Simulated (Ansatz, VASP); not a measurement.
**Two plane-wave programs on Al2Cu**

```
CELL_PARAMETERS angstrom
4.08670 0.00135 -0.01002
0.00135 4.10256 0.01784
-0.00706 0.01256 2.90854
ATOMIC_POSITIONS crystal
Al 0.46876 0.01180 0.47665
Al 0.02139 0.50743 0.42700
Cu 0.02514 0.03529 0.01816
```

Change from the starting cell: kmesh displaced: [1, 1, 1] Gamma-centred.

Alike in both runs: task single point; functional PBEsol; k mesh 1 × 1 × 1; occupations gaussian, width 0.1 eV; no spin polarisation.

```csv
,VASP,Ansatz
version,VASP 6.6.1,Ansatz 0.2.0
potentials or method,"VASP PAW PBE potentials, release 64 (Al, Cu_sv_GW), cutoff 820 eV","scalar-relativistic, plane waves, PAW"
valence electrons in the cell,25,25
```

```csv
,VASP,Ansatz,Ansatz less VASP
pressure (GPa),2.9,3.1,+0.21
"traceless stress, the component that is largest in VASP (GPa)",-95.33,-95.27,+0.064
rms of the force components (eV/Å),1.374,1.369,-0.0054
```

VASP's potentials were made for PBE, not for PBEsol. Atom by atom the forces differ by 0.005 eV/Å (rms over components).

The k mesh is coarse, so the values compare programs but aren't converged.
